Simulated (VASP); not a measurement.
Input of a VASP 6.6.1 run:

INCAR

```
PREC = Accurate
ENCUT = 520
EDIFF = 1E-7
ISMEAR = 0
SIGMA = 0.3
LREAL = F
LASPH = T
NELM = 60
ALGO = Normal
ISIF = 2
LWAVE = F
LCHARG = T
GGA = PE
LELF = T
LVHAR = T
NBANDS = 18
```

KPOINTS

```
regular mesh
0
Gamma
  10 10 10
```

Contents of POSCAR:

```
Yb
1.0
    0.0000000000      2.6151647068      2.6151647068
    2.6151647068      0.0000000000      2.6151647068
    2.6151647068      2.6151647068      0.0000000000
Yb
1
Direct
    0.0000000000      0.0000000000      0.0000000000
```

Potentials or basis: VASP PAW PBE potentials, release 64 (Yb).

Command:

```console
$ cat potpaw_PBE.64/Yb/POTCAR > POTCAR
$ mpirun -np 1 vasp_std > vasp.out
```

(1) Estimate the pressure.

(2) Predict the band gap on the k mesh.

Results:

(1) -0.2 GPa.

(2) zero (band 12 reaches 1.57 eV, above the bottom of band 13 at 1.54 eV).

Caveat: spin-orbit coupling is left out, which moves the levels of the heavy elements.
